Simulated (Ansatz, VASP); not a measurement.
Two plane-wave programs on Si

```xyz
2
Lattice="0.0000 2.8241 2.4414 2.8241 0.0000 2.4414 2.8241 2.8241 0.0000" Properties=species:S:1:pos:R:3 pbc="T T T"
Si    2.8241    2.8241    2.4414
Si    4.2361    4.2361    3.6621
```

Alike in both runs: task single point; functional PBE; k mesh 10 × 10 × 10; occupations gaussian, width 0.05 eV; no spin polarisation.

|  | VASP | Ansatz |
| --- | --- | --- |
| version | VASP 6.6.1 | Ansatz 0.2.0 |
| potentials or method | VASP PAW PBE potentials, release 64 (Si), cutoff 520 eV | scalar-relativistic, plane waves, PAW |
| valence electrons in the cell | 8 | 8 |

VASP gave:

| Property | Result |
| --- | --- |
| gap on the k mesh at the Fermi level (eV) | none |
| pressure (GPa) | 3.7 |
| traceless stress, the component that is largest in VASP (GPa) | 6.21 |

Question: Estimate Ansatz's values.

Answer: gap on the k mesh at the Fermi level (eV): none; pressure (GPa): 3.8; traceless stress, the component that is largest in VASP (GPa): 6.19.

A gap of «none» marks a metal or a gap that the smearing closes.
